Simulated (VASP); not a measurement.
A run of VASP 6.6.1 is set up as follows.

INCAR

```
  ALGO = Normal
  EDIFF = 1E-6
  ENCUT = 520
  GGA = PS
  ISIF = 2
  ISMEAR = 0
  LASPH = True
  LCHARG = False
  LREAL = False
  LWAVE = False
  NBANDS = 20
  NELM = 80
  PREC = Accurate
  SIGMA = 0.15
```

Contents of KPOINTS:

```
k-points
0
Gamma
  18 18 10
```

File POSCAR:

```
Ta2C
1.0
    2.9405356692      0.0000000000      0.0000000000
   -1.4702678346      2.5465785903      0.0000000000
    0.0000000000      0.0000000000      5.1671342936
Ta C
2 1
Direct
    0.3333333333      0.6666666667      0.2528761934
    0.6666666667      0.3333333333      0.7471238066
    0.0000000000      0.0000000000      0.0000000000
```

Potentials or basis: VASP PAW PBE potentials, release 64 (Ta_pv, C).

Run with:

```sh
$ cat potpaw_PBE.64/Ta_pv/POTCAR potpaw_PBE.64/C/POTCAR > POTCAR
$ mpirun -np 1 vasp_std > vasp.out
```

(1) Predict the largest force.

(2) What does it give for the pressure?

Answers

(1) 0.242 eV/Å.

(2) 18.7 GPa.

Caveat: the cell differs from its parent crystal (strain -0.050 along x and y, +0.050 along z); the stress differs along the axes, from -9 to 33 GPa; the PAW data sets were made with another functional, which shifts forces and pressure a little.
